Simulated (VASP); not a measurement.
# W (Im-3m) in VASP: a series of runs

Runs on W. Level: PBE. Tasks: single point.

Program: VASP 6.6.1. These are calculated values, not measurements. Logs are shortened: lines on timing, memory, paths and dates and some standing lists are left out, and cuts for length are marked.

### 1 The cell of the first run

Symmetry: Im-3m, No. 229, cubic system. The conventional cell has a = 3.165 Å, b = 3.165 Å, c = 3.165 Å, α = 90.00°, β = 90.00°, γ = 90.00°. W (site symmetry m-3m) has 14 W at 2.74 to 3.16 Å within 3.6 Å.

### 2 Single point, PBE, collinear spin, ferromagnetic start

File INCAR:

```
PREC     = Accurate       # precision mode
ENCUT    = 520            # plane-wave cutoff, eV
EDIFF    = 1E-7           # SCF threshold, eV
ISMEAR   = -1             # smearing method
SIGMA    = 0.03           # smearing width, eV
LREAL    = F              # projectors in reciprocal space
LASPH    = T              # aspherical terms in the spheres
NELM     = 150            # most SCF steps
ALGO     = Normal         # electronic algorithm
ISIF     = 2              # what is computed and relaxed
LWAVE    = F              # write WAVECAR
LCHARG   = T              # write CHGCAR
ISPIN    = 2              # spin polarisation
MAGMOM   = 0.6            # initial moments
LORBIT   = 11             # projections on sites
NUPDOWN  = 0.6            # fixed moment
LMAXMIX  = 4              # l up to which the mixer works
GGA      = PE             # functional
LELF     = T              # ELF
LVHAR    = T            
NBANDS   = 17             # bands
```

File KPOINTS:

```
regular mesh
0
Gamma
  17 17 17
```

File POSCAR:

```
W
1.0
   -1.5823450000      1.5823450000      1.5823450000
    1.5823450000     -1.5823450000      1.5823450000
    1.5823450000      1.5823450000     -1.5823450000
W
1
Direct
    0.0000000000      0.0000000000      0.0000000000
```

Potentials or basis: VASP PAW PBE potentials, release 64 (W_sv).

Run with:

```bash
> cat potpaw_PBE.64/W_sv/POTCAR > POTCAR
> mpirun -np 1 vasp_std > vasp.out
```

OUTCAR:

```text
PREC = Accurate
   ENCUT = 520
   EDIFF = 1E-7
   ISMEAR = -1
   LREAL = F
   LASPH = T
   NELM = 150
   ISIF = 2
   ISPIN = 2
   LORBIT = 11
   NUPDOWN = 0.6
   GGA = PE

 ion  position               nearest neighbor table
   1  0.000  0.000  0.000-

  LATTYP: Found a body centered cubic cell.
 ALAT       =     3.1646900000

  Lattice vectors:

 A1 = (  -1.5823450000,   1.5823450000,   1.5823450000)
 A2 = (   1.5823450000,  -1.5823450000,   1.5823450000)
 A3 = (   1.5823450000,   1.5823450000,  -1.5823450000)

Analysis of symmetry for initial positions (statically):
=====================================================================
 Subroutine PRICEL returns:
 Original cell was already a primitive cell.

 Routine SETGRP: Setting up the symmetry group for a
 body centered cubic supercell.

 Subroutine GETGRP returns: Found 48 space group operations
 (whereof 48 operations were pure point group operations)
 out of a pool of 48 trial point group operations.

The static configuration has the point symmetry O_h .

Analysis of symmetry for dynamics (positions and initial velocities):
=====================================================================
 Subroutine PRICEL returns:
 Original cell was already a primitive cell.

 Routine SETGRP: Setting up the symmetry group for a
 body centered cubic supercell.

 Subroutine GETGRP returns: Found 48 space group operations
 (whereof 48 operations were pure point group operations)
 out of a pool of 48 trial point group operations.

The dynamic configuration has the point symmetry O_h .

Analysis of structural, dynamic, and magnetic symmetry:
=====================================================================
 Subroutine PRICEL returns:
 Original cell was already a primitive cell.

 Routine SETGRP: Setting up the symmetry group for a
 body centered cubic supercell.

 Subroutine GETGRP returns: Found 48 space group operations
 (whereof 48 operations were pure point group operations)
 out of a pool of 48 trial point group operations.

The overall configuration has the point symmetry O_h .

 Subroutine INISYM returns: Found 48 space group operations
 (whereof 48 operations are pure point group operations),
 and found     1 'primitive' translations

----------------------------------------------------------------------------------------

                                     Primitive cell

  volume of cell :      15.8476

  direct lattice vectors                    reciprocal lattice vectors
    -1.582345000  1.582345000  1.582345000     0.000000000  0.315986716  0.315986716
     1.582345000 -1.582345000  1.582345000     0.315986716  0.000000000  0.315986716
     1.582345000  1.582345000 -1.582345000     0.315986716  0.315986716  0.000000000

  length of vectors
     2.740701935  2.740701935  2.740701935     0.446872699  0.446872699  0.446872699

  position of ions in fractional coordinates (direct lattice)
     0.000000000  0.000000000  0.000000000

  ion indices of the primitive-cell ions
   primitive index   ion index
                 1           1

----------------------------------------------------------------------------------------

 KPOINTS: regular mesh

Automatic generation of k-mesh.
 Grid dimensions read from file:
 generate k-points for:   17   17   17

 Generating k-lattice:

  Cartesian coordinates                     Fractional coordinates (reciprocal lattice)
     0.000000000  0.018587454  0.018587454     0.058823529  0.000000000  0.000000000
     0.018587454  0.000000000  0.018587454     0.000000000  0.058823529  0.000000000
     0.018587454  0.018587454  0.000000000     0.000000000  0.000000000  0.058823529

  Length of vectors
     0.026286629  0.026286629  0.026286629

  Shift w.r.t. Gamma in fractional coordinates (k-lattice)
     0.000000000  0.000000000  0.000000000

 Subroutine IBZKPT returns following result:
 ===========================================

 Found    165 irreducible k-points:

 Following reciprocal coordinates:
            Coordinates               Weight
  0.000000  0.000000  0.000000      1.000000
  0.058824  0.000000  0.000000     12.000000
  0.117647  0.000000  0.000000     12.000000
  0.176471  0.000000  0.000000     12.000000
  0.235294  0.000000  0.000000     12.000000
  0.294118  0.000000  0.000000     12.000000
[... 16 lines left out ...]
  0.411765  0.117647  0.000000     48.000000
  0.176471  0.176471  0.000000     24.000000
 [... further k-points ...]
   k-points           NKPTS =    165   k-points in BZ     NKDIM =    165   number of bands    NBANDS=     17
   number of dos      NEDOS =    301   number of ions     NIONS =      1
   total plane-waves  NPLWV =   8000
   dimension x,y,z NGX =    20 NGY =   20 NGZ =   20
   dimension x,y,z NGXF=    40 NGYF=   40 NGZF=   40
   ions per type =               1
   NGX,Y,Z   is equivalent  to a cutoff of  12.13, 12.13, 12.13 a.u.
   NGXF,Y,Z  is equivalent  to a cutoff of  24.26, 24.26, 24.26 a.u.
 SYSTEM =  unknown system
   PREC   = accura    normal or accurate (medium, high low for compatibility)
   ISTART =      0    job   : 0-new  1-cont  2-samecut
   ICHARG =      2    charge: 1-file 2-atom 10-const
   ISPIN  =      2    spin polarized calculation?
   LNONCOLLINEAR =      F non collinear calculations
   LSORBIT =      F    spin-orbit coupling
   LASPH  =      T    aspherical Exc in radial PAW
   ENCUT  =  520.0 eV  38.22 Ry    6.18 a.u.   5.10  5.10  5.10*2*pi/ulx,y,z
   NELM   =    150;   NELMIN=  2; NELMDL= -5     # of ELM steps
   EDIFF  = 0.1E-06   stopping-criterion for ELM
   LREAL  =      F    real-space projection
   EDIFFG = 0.1E-05   stopping-criterion for IOM
   NSW    =      0    number of steps for IOM
   IBRION =     -1    ionic relax: 0-MD 1-quasi-New 2-CG
   NFREE  =      0    steps in history (QN), initial steepest desc. (CG)
   ISIF   =      2    stress and relaxation
   ISYM   =      2    0-nonsym 1-usesym 2-fastsym
   POTIM  = 0.5000    time-step for ionic-motion
   TEBEG  =    0.0;   TEEND  =   0.0 temperature during run
   PSTRESS=    0.0 pullay stress
   NELECT =      14.0000    total number of electrons
   NUPDOWN=       0.6000    fix difference up-down
   EMIN   =  10.00;   EMAX   =-10.00  energy-range for DOS
   EFERMI =   0.00;   METHOD = LEGACY
   ISMEAR =    -1;   SIGMA  =   0.03  broadening in eV -4-tet -1-fermi 0-gaus
   EFERMI_NEDOS =   21; number of points for ismear=-14 and -15
   IALGO  =     38    algorithm
   IMIX   =      4    mixing-type and parameters
     AMIX     =   0.40;   BMIX     =  1.00
     AMIX_MAG =   1.60;   BMIX_MAG =  1.00
  volume/ion in A,a.u.               =      15.85       106.94
  Fermi-wavevector in a.u.,A,eV,Ry     =   1.570832  2.968442 33.572544  2.467512
  Thomas-Fermi vector in A             =   2.672506
   LORBIT       =     11    0 simple, 1 ext, 2 COOP (PROOUT), +10 PAW based schemes
   GGA     = PE    functional components
   LHFCALC =     F    Hartree Fock is set to
   AEXX    =    0.0000 exact exchange contribution
   IVDW    =     0    specifies the selected vdW correction
   LEPSILON=     F    determine dielectric tensor
   LRPA    =     F    only Hartree local field effects (RPA)
 spin polarized calculation
  energy-cutoff  :      520.00
  volume of cell :       15.85
 maximum number of plane-waves:       438
   NGX = 11   NGY = 11   NGZ = 11

 number of electron      14.0000004 magnetization       0.6000000

 Free energy of the ion-electron system (eV)
  ---------------------------------------------------
  ext. energy  EPLUGINS =         0.00000000
  ---------------------------------------------------
  free energy    TOTEN  =       -12.63214906 eV

  energy without entropy =      -12.62993033  energy(sigma->0) =      -12.63103969

 E-fermi :  10.3399     XC(G=0): -13.6274

 val. band max:       12.1678770308   @ k =  -0.2353   0.2353   0.1765
 cond. band min:      10.3402978097   @ k =   0.1176   0.0000   0.0000
 fundamental gap:     -1.8275792211
 Fermi energy:        12.1755736736

 spin component 1

 k-point     1 :       0.0000    0.0000    0.0000
  band No.  band energies     occupation
      1     -62.7520      1.00000
      2     -26.3495      1.00000
      3     -26.3495      1.00000
      4     -26.3495      1.00000
      5       1.6216      1.00000
      6      10.0407      1.00000
[... 9 lines left out ...]
     16      41.1080      0.00000
     17      41.1080      0.00000

 k-point     2 :       0.0588    0.0000    0.0000
  band No.  band energies     occupation
      1     -62.7475      1.00000
      2     -26.3972      1.00000
      3     -26.3644      1.00000
      4     -26.3498      1.00000
      5       1.7900      1.00000
      6       9.9377      1.00000
[... 9 lines left out ...]
     16      40.9674      0.00000
     17      41.0938      0.00000
[... 421 lines left out ...]
 k-point    24 :       0.1765    0.1765    0.0000
  band No.  band energies     occupation
      1     -62.6602      1.00000
      2     -27.1905      1.00000
      3     -26.6304      1.00000
      4     -26.4366      1.00000
      5       5.0550      1.00000
      6       8.5392      1.00000
[... 9 lines left out ...]
     16      39.4521      0.00000
     17      40.2149      0.00000

 [... further k-points ...]

 spin component 2

 k-point     1 :       0.0000    0.0000    0.0000
  band No.  band energies     occupation
      1     -62.5507      1.00000
      2     -26.0950      1.00000
      3     -26.0950      1.00000
      4     -26.0950      1.00000
      5       1.9999      1.00000
      6      10.4724      0.01193
[... 9 lines left out ...]
     16      41.4581      0.00000
     17      41.4581      0.00000

 k-point     2 :       0.0588    0.0000    0.0000
  band No.  band energies     occupation
      1     -62.5462      1.00000
      2     -26.1421      1.00000
      3     -26.1097      1.00000
      4     -26.0953      1.00000
      5       2.1678      1.00000
      6      10.3691      0.27408
[... 9 lines left out ...]
     16      41.3195      0.00000
     17      41.4352      0.00000
[... 421 lines left out ...]
 k-point    24 :       0.1765    0.1765    0.0000
  band No.  band energies     occupation
      1     -62.4602      1.00000
      2     -26.9247      1.00000
      3     -26.3718      1.00000
      4     -26.1810      1.00000
      5       5.4321      1.00000
      6       8.9242      1.00000
[... 9 lines left out ...]
     16      39.8428      0.00000
     17      40.6174      0.00000

 [... further k-points ...]

------------------------ aborting loop because EDIFF is reached ----------------------------------------

  FORCE on cell =-STRESS in cart. coord.  units (eV):
  Direction    XX          YY          ZZ          XY          YZ          ZX
  --------------------------------------------------------------------------------------
  -------------------------------------------------------------------------------------
  Total        0.8229781      0.8229781      0.8229781     -0.0000000     -0.0000000      0.0000000
  in kB       83.2023048     83.2023048     83.2023048     -0.0000000     -0.0000000      0.0000000
  external PRESSURE =      83.2023048 kB  Pullay stress =       0.0000000 kB

 VOLUME and BASIS-vectors are now :
 -----------------------------------------------------------------------------
  energy-cutoff  :      520.00
  volume of cell :       15.85
      direct lattice vectors                 reciprocal lattice vectors
    -1.582345000  1.582345000  1.582345000     0.000000000  0.315986716  0.315986716
     1.582345000 -1.582345000  1.582345000     0.315986716  0.000000000  0.315986716
     1.582345000  1.582345000 -1.582345000     0.315986716  0.315986716  0.000000000

 POSITION                                       TOTAL-FORCE (eV/Angst)
 -----------------------------------------------------------------------------------
      0.00000      0.00000      0.00000         0.000000     -0.000000     -0.000000
 -----------------------------------------------------------------------------------
    total drift:                                0.000000     -0.000000      0.000000

  FREE ENERGIE OF THE ION-ELECTRON SYSTEM (eV)
  ---------------------------------------------------
  free  energy   TOTEN  =       -12.6321490597 eV

  energy  without entropy=      -12.6299303258  energy(sigma->0) =      -12.63103969

 total charge

# of ion       s       p       d       tot
------------------------------------------
    1        2.403   6.322   3.389  12.114

 magnetization (x)

# of ion       s       p       d       tot
------------------------------------------
    1        0.012   0.054   0.393   0.460
```

Run time: 96 s. Hardware: 1 thread of Intel Xeon 8259CL, shared host; peak memory 0.18 GiB.

Results:

* Free energy: -12.6321 eV
* Pressure: 8.3 GPa
* Net moment: 0.60 μB per cell
* Site moments: W +0.46 μB
* Valence electrons inside the program's atomic spheres: W 12.11

Caveat: spin-orbit coupling is left out, which moves the levels of the heavy elements; the total moment is fixed, so each spin has its own Fermi level.

### 3 Single point, PBE, collinear spin, ferromagnetic start

File INCAR:

```
ALGO     = Normal         # electronic algorithm
EDIFF    = 1E-6           # SCF threshold, eV
ENCUT    = 520            # plane-wave cutoff, eV
GGA      = PE             # functional
ISIF     = 2              # what is computed and relaxed
ISMEAR   = -1             # smearing method
ISPIN    = 2              # spin polarisation
LASPH    = T              # aspherical terms in the spheres
LCHARG   = F              # write CHGCAR
LMAXMIX  = 4              # l up to which the mixer works
LORBIT   = 11             # projections on sites
LREAL    = F              # projectors in reciprocal space
LWAVE    = F              # write WAVECAR
MAGMOM   = 0.9            # initial moments
NBANDS   = 17             # bands
NELM     = 150            # most SCF steps
NUPDOWN  = 0.9            # fixed moment
PREC     = Accurate       # precision mode
SIGMA    = 0.03           # smearing width, eV
```

File KPOINTS:

```
k-points
0
Gamma
  17 17 17
```

POSCAR is that of step 2.

Potentials or basis: VASP PAW PBE potentials, release 64 (W_sv).

Run with:

```bash
> cat potpaw_PBE.64/W_sv/POTCAR > POTCAR
> mpirun -np 1 vasp_std > vasp.out
```

It took 1.7 min on 1 thread of Intel Xeon 8259CL, shared host; peak memory 0.18 GiB.

Results (log left out):

```yaml
Free_energy: -12.3077 eV
Pressure: 12.0 GPa
Net_moment: 0.90 μB per cell
Site_moments: W +0.70 μB
Valence_electrons_inside_the_program's_atomic_spheres: W 12.12
```

Caveat: spin-orbit coupling is left out, which moves the levels of the heavy elements; the total moment is fixed, so each spin has its own Fermi level.

### 4 Single point, PBE, collinear spin, ferromagnetic start

File INCAR:

```
SYSTEM = W
  PREC = Accurate
  ENCUT = 520
  EDIFF = 1E-6
  ISMEAR = -1
  SIGMA = 0.03
  LREAL = .False.
  LASPH = .True.
  NELM = 150
  ALGO = Normal
  ISIF = 2
  LWAVE = .False.
  LCHARG = .False.
  ISPIN = 2
  MAGMOM = 0.9
  LORBIT = 11
  NUPDOWN = 0.9
  LMAXMIX = 4
  GGA = PE
  NBANDS = 17
```

File KPOINTS:

```
Automatic mesh
0
Gamma
  17 17 17
  0 0 0
```

POSCAR is that of step 3.

Run with:

```bash
> cat potpaw_PBE.64/W_sv/POTCAR > POTCAR
> mpirun -np 1 vasp_std > vasp.out
```

Run time: 1.7 min. Hardware: 1 thread of Intel Xeon 8259CL, shared host; peak memory 0.18 GiB.

The run converged. Its results:

* Free energy: -12.3077 eV
* Pressure: 12.0 GPa
* Net moment: 0.90 μB per cell
* Site moments: W +0.70 μB
* Valence electrons inside the program's atomic spheres: W 12.12

Caveat: spin-orbit coupling is left out, which moves the levels of the heavy elements; the total moment is fixed, so each spin has its own Fermi level.
